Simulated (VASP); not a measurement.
# Al (Im-3m) in VASP: further runs

Runs on Al. Level: r2SCAN. Tasks: single point.

Program: VASP 6.6.1. These are calculated values, not measurements. Logs are shortened: lines on timing, memory, paths and dates and some standing lists are left out, and cuts for length are marked.

## Step 1: The cell of the first run

It takes space group Im-3m (No. 229, cubic). Conventional cell: a = 3.050 Å, b = 3.050 Å, c = 3.050 Å, α = 90.00°, β = 90.00°, γ = 90.00°. Al (site symmetry m-3m) has 14 Al at 2.64 to 3.05 Å within 3.5 Å.

This isn't the form of Al at room conditions, which is fcc.

## Step 2: Single point, r2SCAN

POSCAR reads:

```
Al
1.0
   -1.5248396627      1.5248396627      1.5248396627
    1.5248396627     -1.5248396627      1.5248396627
    1.5248396627      1.5248396627     -1.5248396627
Al
1
Direct
    0.0000000000      0.0000000000      0.0000000000
```

INCAR.step1 reads:

```
SYSTEM = Al
PREC = Accurate
ENCUT = 520
ISMEAR = 0
SIGMA = 0.1
LREAL = .FALSE.
LASPH = .TRUE.
NELM = 100
NBANDS = 8
GGA = PE
ALGO = Normal
EDIFF = 1E-4
LWAVE = .TRUE.
LCHARG = .FALSE.
```

INCAR.step2 reads:

```
SYSTEM = Al
PREC = Accurate
ENCUT = 520
EDIFF = 1E-6
ISMEAR = 0
SIGMA = 0.1
LREAL = .FALSE.
LASPH = .TRUE.
NELM = 100
ALGO = Normal
ISIF = 2
LWAVE = .FALSE.
LCHARG = .FALSE.
METAGGA = R2SCAN
LMIXTAU = .TRUE.
NBANDS = 8
ISTART = 1
```

KPOINTS reads:

```
regular mesh
0
G
  13 13 13
  0 0 0
```

Potentials or basis: VASP PAW PBE potentials, release 64 (Al).

Started as:

```bash
$ cat potpaw_PBE.64/Al/POTCAR > POTCAR
$ cp INCAR.step1 INCAR
$ mpirun -np 1 vasp_std > vasp.out
$ cp INCAR.step2 INCAR
$ mpirun -np 1 vasp_std > vasp.out
```

OUTCAR:

```text
SYSTEM = Al
   PREC = Accurate
   ENCUT = 520
   EDIFF = 1E-6
   ISMEAR = 0
   LREAL = .FALSE.
   LASPH = .TRUE.
   NELM = 100
   ISIF = 2
   METAGGA = R2SCAN
   ISTART = 1

 ion  position               nearest neighbor table
   1  0.000  0.000  0.000-

  LATTYP: Found a body centered cubic cell.
 ALAT       =     3.0496793254

  Lattice vectors:

 A1 = (  -1.5248396627,   1.5248396627,   1.5248396627)
 A2 = (   1.5248396627,  -1.5248396627,   1.5248396627)
 A3 = (   1.5248396627,   1.5248396627,  -1.5248396627)

Analysis of symmetry for initial positions (statically):
=====================================================================
 Subroutine PRICEL returns:
 Original cell was already a primitive cell.

 Routine SETGRP: Setting up the symmetry group for a
 body centered cubic supercell.

 Subroutine GETGRP returns: Found 48 space group operations
 (whereof 48 operations were pure point group operations)
 out of a pool of 48 trial point group operations.

The static configuration has the point symmetry O_h .

Analysis of symmetry for dynamics (positions and initial velocities):
=====================================================================
 Subroutine PRICEL returns:
 Original cell was already a primitive cell.

 Routine SETGRP: Setting up the symmetry group for a
 body centered cubic supercell.

 Subroutine GETGRP returns: Found 48 space group operations
 (whereof 48 operations were pure point group operations)
 out of a pool of 48 trial point group operations.

The dynamic configuration has the point symmetry O_h .

 Subroutine INISYM returns: Found 48 space group operations
 (whereof 48 operations are pure point group operations),
 and found     1 'primitive' translations

----------------------------------------------------------------------------------------

                                     Primitive cell

  volume of cell :      14.1818

  direct lattice vectors                    reciprocal lattice vectors
    -1.524839663  1.524839663  1.524839663     0.000000000  0.327903328  0.327903328
     1.524839663 -1.524839663  1.524839663     0.327903328  0.000000000  0.327903328
     1.524839663  1.524839663 -1.524839663     0.327903328  0.327903328  0.000000000

  length of vectors
     2.641099769  2.641099769  2.641099769     0.463725334  0.463725334  0.463725334

  position of ions in fractional coordinates (direct lattice)
     0.000000000  0.000000000  0.000000000

  ion indices of the primitive-cell ions
   primitive index   ion index
                 1           1

----------------------------------------------------------------------------------------

 KPOINTS: regular mesh

Automatic generation of k-mesh.
 Grid dimensions read from file:
 generate k-points for:   13   13   13

 Generating k-lattice:

  Cartesian coordinates                     Fractional coordinates (reciprocal lattice)
     0.000000000  0.025223333  0.025223333     0.076923077  0.000000000  0.000000000
     0.025223333  0.000000000  0.025223333     0.000000000  0.076923077  0.000000000
     0.025223333  0.025223333  0.000000000     0.000000000  0.000000000  0.076923077

  Length of vectors
     0.035671180  0.035671180  0.035671180

  Shift w.r.t. Gamma in fractional coordinates (k-lattice)
     0.000000000  0.000000000  0.000000000

 Subroutine IBZKPT returns following result:
 ===========================================

 Found     84 irreducible k-points:

 Following reciprocal coordinates:
            Coordinates               Weight
  0.000000  0.000000  0.000000      1.000000
  0.076923  0.000000  0.000000     12.000000
  0.153846  0.000000  0.000000     12.000000
  0.230769  0.000000  0.000000     12.000000
  0.307692  0.000000  0.000000     12.000000
  0.384615  0.000000  0.000000     12.000000
[... 16 lines left out ...]
  0.153846  0.076923  0.076923     24.000000
  0.230769  0.076923  0.076923     24.000000
 [... further k-points ...]
   k-points           NKPTS =     84   k-points in BZ     NKDIM =     84   number of bands    NBANDS=      8
   number of dos      NEDOS =    301   number of ions     NIONS =      1
   total plane-waves  NPLWV =   8000
   dimension x,y,z NGX =    20 NGY =   20 NGZ =   20
   dimension x,y,z NGXF=    40 NGYF=   40 NGZF=   40
   ions per type =               1
   NGX,Y,Z   is equivalent  to a cutoff of  12.59, 12.59, 12.59 a.u.
   NGXF,Y,Z  is equivalent  to a cutoff of  25.18, 25.18, 25.18 a.u.
 SYSTEM =  Al
   PREC   = accura    normal or accurate (medium, high low for compatibility)
   ISTART =      1    job   : 0-new  1-cont  2-samecut
   ICHARG =      0    charge: 1-file 2-atom 10-const
   ISPIN  =      1    spin polarized calculation?
   LNONCOLLINEAR =      F non collinear calculations
   LSORBIT =      F    spin-orbit coupling
   LASPH  =      T    aspherical Exc in radial PAW
   ENCUT  =  520.0 eV  38.22 Ry    6.18 a.u.   4.91  4.91  4.91*2*pi/ulx,y,z
   NELM   =    100;   NELMIN=  2; NELMDL=  0     # of ELM steps
   EDIFF  = 0.1E-05   stopping-criterion for ELM
   LREAL  =      F    real-space projection
   EDIFFG = 0.1E-04   stopping-criterion for IOM
   NSW    =      0    number of steps for IOM
   IBRION =     -1    ionic relax: 0-MD 1-quasi-New 2-CG
   NFREE  =      0    steps in history (QN), initial steepest desc. (CG)
   ISIF   =      2    stress and relaxation
   ISYM   =      2    0-nonsym 1-usesym 2-fastsym
   POTIM  = 0.5000    time-step for ionic-motion
   TEBEG  =    0.0;   TEEND  =   0.0 temperature during run
   PSTRESS=    0.0 pullay stress
   NELECT =       3.0000    total number of electrons
   NUPDOWN=      -1.0000    fix difference up-down
   EMIN   =  10.00;   EMAX   =-10.00  energy-range for DOS
   EFERMI =   0.00;   METHOD = LEGACY
   ISMEAR =     0;   SIGMA  =   0.10  broadening in eV -4-tet -1-fermi 0-gaus
   EFERMI_NEDOS =   21; number of points for ismear=-14 and -15
   IALGO  =     38    algorithm
   IMIX   =      4    mixing-type and parameters
     AMIX     =   0.40;   BMIX     =  1.00
     AMIX_MAG =   1.60;   BMIX_MAG =  1.00
  volume/ion in A,a.u.               =      14.18        95.70
  Fermi-wavevector in a.u.,A,eV,Ry     =   0.975449  1.843331 12.945944  0.951500
  Thomas-Fermi vector in A             =   2.105989
   LORBIT       =      0    0 simple, 1 ext, 2 COOP (PROOUT), +10 PAW based schemes
   METAGGA = R2SCAN    functional components
   LHFCALC =     F    Hartree Fock is set to
   AEXX    =    0.0000 exact exchange contribution
   IVDW    =     0    specifies the selected vdW correction
   LEPSILON=     F    determine dielectric tensor
   LRPA    =     F    only Hartree local field effects (RPA)
 non-spin polarized calculation
 Gauss-broadening in eV      SIGMA  =   0.10
  energy-cutoff  :      520.00
  volume of cell :       14.18
 maximum number of plane-waves:       390
   NGX =  9   NGY =  9   NGZ =  9

 number of electron       3.0000000 magnetization

 Free energy of the ion-electron system (eV)
  ---------------------------------------------------
  ext. energy  EPLUGINS =         0.00000000
  ---------------------------------------------------
  free energy    TOTEN  =        -6.55032576 eV

  energy without entropy =       -6.54817421  energy(sigma->0) =       -6.54924998

 E-fermi :   9.7934     XC(G=0): -11.4892

 val. band max:        9.7682241481   @ k =  -0.3846   0.3846   0.1538
 cond. band min:       9.8430675289   @ k =  -0.3846   0.4615   0.2308
 fundamental gap:      0.0748433808
 Fermi energy:         9.7934144737

 k-point     1 :       0.0000    0.0000    0.0000
  band No.  band energies     occupation
      1      -3.2676      2.00000
      2      24.7236      0.00000
      3      24.7237      0.00000
      4      24.7237      0.00000
      5      28.1556      0.00000
      6      28.1556      0.00000
      7      28.1556      0.00000
      8      28.2198      0.00000

 k-point     2 :       0.0769    0.0000    0.0000
  band No.  band energies     occupation
      1      -3.0683      2.00000
      2      22.8009      0.00000
      3      23.9167      0.00000
      4      23.9501      0.00000
      5      26.5517      0.00000
      6      26.9457      0.00000
      7      28.4996      0.00000
      8      29.0006      0.00000

 k-point     3 :       0.1538    0.0000    0.0000
  band No.  band energies     occupation
      1      -2.4722      2.00000
      2      19.1968      0.00000
      3      22.4328      0.00000
      4      22.6942      0.00000
      5      24.9165      0.00000
      6      26.0497      0.00000
      7      29.1113      0.00000
      8      29.5250      0.00000

 k-point     4 :       0.2308    0.0000    0.0000
  band No.  band energies     occupation
      1      -1.4852      2.00000
      2      15.5577      0.00000
      3      21.0373      0.00000
      4      21.5854      0.00000
      5      23.5638      0.00000
      6      25.1693      0.00000
      7      30.1325      0.00000
      8      30.2459      0.00000

 k-point     5 :       0.3077    0.0000    0.0000
  band No.  band energies     occupation
      1      -0.1172      2.00000
      2      12.1568      0.00000
      3      19.9334      0.00000
      4      20.7337      0.00000
      5      22.5409      0.00000
      6      24.3682      0.00000
      7      31.2031      0.00000
      8      31.5409      0.00000
[... 177 lines left out ...]
 k-point    22 :       0.0769    0.0769    0.0769
  band No.  band energies     occupation
      1      -2.0765      2.00000
      2      19.1681      0.00000
      3      19.1681      0.00000
      4      20.5838      0.00000
      5      27.7543      0.00000
      6      27.7543      0.00000
      7      29.2905      0.00000
      8      29.2905      0.00000

 k-point    23 :       0.1538    0.0769    0.0769
  band No.  band energies     occupation
      1      -1.0928      2.00000
      2      15.7887      0.00000
      3      17.7178      0.00000
      4      19.1875      0.00000
      5      27.3517      0.00000
      6      27.7769      0.00000
      7      30.2310      0.00000
      8      30.3154      0.00000

 k-point    24 :       0.2308    0.0769    0.0769
  band No.  band energies     occupation
      1       0.2705      2.00000
      2      12.4616      0.00000
      3      16.6139      0.00000
      4      18.2043      0.00000
      5      26.4882      0.00000
      6      27.2658      0.00000
      7      31.4104      0.00000
      8      31.7254      0.00000

 [... further k-points ...]

------------------------ aborting loop because EDIFF is reached ----------------------------------------

  FORCE on cell =-STRESS in cart. coord.  units (eV):
  Direction    XX          YY          ZZ          XY          YZ          ZX
  --------------------------------------------------------------------------------------
  -------------------------------------------------------------------------------------
  Total        1.2804227      1.2804227      1.2804227     -0.0000000     -0.0000000      0.0000000
  in kB      144.6543270    144.6543270    144.6543270     -0.0000000     -0.0000000      0.0000000
  external PRESSURE =     144.6543270 kB  Pullay stress =       0.0000000 kB

 VOLUME and BASIS-vectors are now :
 -----------------------------------------------------------------------------
  energy-cutoff  :      520.00
  volume of cell :       14.18
      direct lattice vectors                 reciprocal lattice vectors
    -1.524839663  1.524839663  1.524839663     0.000000000  0.327903328  0.327903328
     1.524839663 -1.524839663  1.524839663     0.327903328  0.000000000  0.327903328
     1.524839663  1.524839663 -1.524839663     0.327903328  0.327903328  0.000000000

 POSITION                                       TOTAL-FORCE (eV/Angst)
 -----------------------------------------------------------------------------------
      0.00000      0.00000      0.00000         0.000000      0.000000     -0.000000
 -----------------------------------------------------------------------------------
    total drift:                                0.000000      0.000000     -0.000000

  FREE ENERGIE OF THE ION-ELECTRON SYSTEM (eV)
  ---------------------------------------------------
  free  energy   TOTEN  =        -6.5503257555 eV

  energy  without entropy=       -6.5481742071  energy(sigma->0) =       -6.54924998
```

Run time: 24 s. Hardware: 1 thread of Intel Xeon Platinum 8559C (Emerald Rapids), shared host; peak memory 0.12 GiB.

Results:

```yaml
Free_energy: -6.5503 eV
Pressure: 14.5 GPa
Band_gap_on_the_k_mesh: zero (an odd number of electrons rules out a gap without spin polarisation)
```

Levels at points of the mesh, in eV from the Fermi level:
| k point | band 1 | band 2 | band 3 | band 4 | band 5 |
| --- | --- | --- | --- | --- | --- |
| (0.00, 0.00, 0.00) | -13.06 | 14.93 | 14.93 | 14.93 | 18.36 |

Caveat: the cell stands under pressure; the PAW data sets were made with another functional, which shifts forces and pressure a little.

(Continued in part 2 of 2.)
